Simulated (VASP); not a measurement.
# NiMoIrPdW: single point with PBE+D4

NiMoIrPdW:

```
Ni Mo Pd Ir W
1.0
     2.74588    0.00000    0.00000
    -1.37294    2.37801    0.00000
     0.00000    0.00000   10.95562
Ni Mo Pd Ir W
1 1 1 1 1
Cartesian
  0.0000 1.5853 6.5379
  0.0000 0.0000 4.4948
  1.3729 0.7927 8.7107
  1.3729 0.7927 2.1968
  0.0000 1.5853 10.9267
```

* Program: VASP 6.6.1
* Task: single point
* Functional: PBE
* Dispersion: D4
* Potentials or basis: VASP PAW PBE potentials, release 64 (Ni, Mo_sv, Pd, Ir, W_sv)
* Cutoff: 520 eV
* k mesh: 8 × 8 × 2
* Occupations: fermi-dirac, width 0.05 eV
* Spin: collinear spin, ferromagnetic start
* Starting moments: [1.0, 1.0, 0.0, 0.6, 0.0] μB

```yaml
Pressure: 0.3 GPa
Largest_force: 0.027 eV/Å
Net_moment: 0.00 μB per cell
Valence_electrons_inside_the_program's_atomic_spheres: Ni 9.20; Mo 12.51; Pd 9.62; Ir 8.45; W 12.12
Dispersion_energy_per_atom: -0.641 eV
```

Forces on the atoms (eV/Å):
```
Ni   0.000  0.000  0.018
Mo   0.000  0.000 -0.011
Pd   0.000  0.000 -0.017
Ir   0.000  0.000  0.027
W    0.000  0.000 -0.017
```

Stress tensor (GPa, compression positive):
```
0.37 0.00 0.00
0.00 0.37 0.00
0.00 0.00 0.22
```

Levels at points of the mesh, in eV from the Fermi level:
Spin up:
```
           k point  band 26  band 27  band 28  band 29  band 30  band 31
(0.00, 0.00, 0.00)    -1.52    -1.07    -1.07    -0.93    -0.34    -0.34
(0.50, 0.00, 0.00)    -0.40    -0.20     0.69     1.03     1.33     1.67
(0.00, 0.00, 0.50)    -1.45    -1.45    -1.29    -1.29    -0.22    -0.22
(0.50, 0.00, 0.50)    -0.40    -0.28     0.65     1.03     1.51     2.24
```
Spin down:
| k point | band 24 | band 25 | band 26 | band 27 | band 28 | band 29 | band 30 | band 31 | band 32 | band 33 |
| --- | --- | --- | --- | --- | --- | --- | --- | --- | --- | --- |
| (0.00, 0.00, 0.00) | -1.76 | -1.52 | -1.52 | -1.07 | -1.07 | -0.93 | -0.34 | -0.34 | -0.20 | 0.36 |
| (0.50, 0.00, 0.00) | -0.53 | -0.40 | -0.40 | -0.20 | 0.69 | 1.03 | 1.33 | 1.67 | 2.36 | 2.80 |
| (0.00, 0.00, 0.50) | -1.73 | -1.53 | -1.45 | -1.45 | -1.29 | -1.29 | -0.22 | -0.22 | 0.34 | 0.34 |
| (0.50, 0.00, 0.50) | -0.91 | -0.52 | -0.40 | -0.28 | 0.65 | 1.03 | 1.51 | 2.24 | 2.45 | 2.65 |

It took 2.2 min on 1 thread of Intel Xeon 6975P-C (shared host), peak memory 0.28 GiB.

Caveat: spin-orbit coupling is left out, which moves the levels of the heavy elements; pairwise dispersion overbinds metals, which lowers pressure and volume.
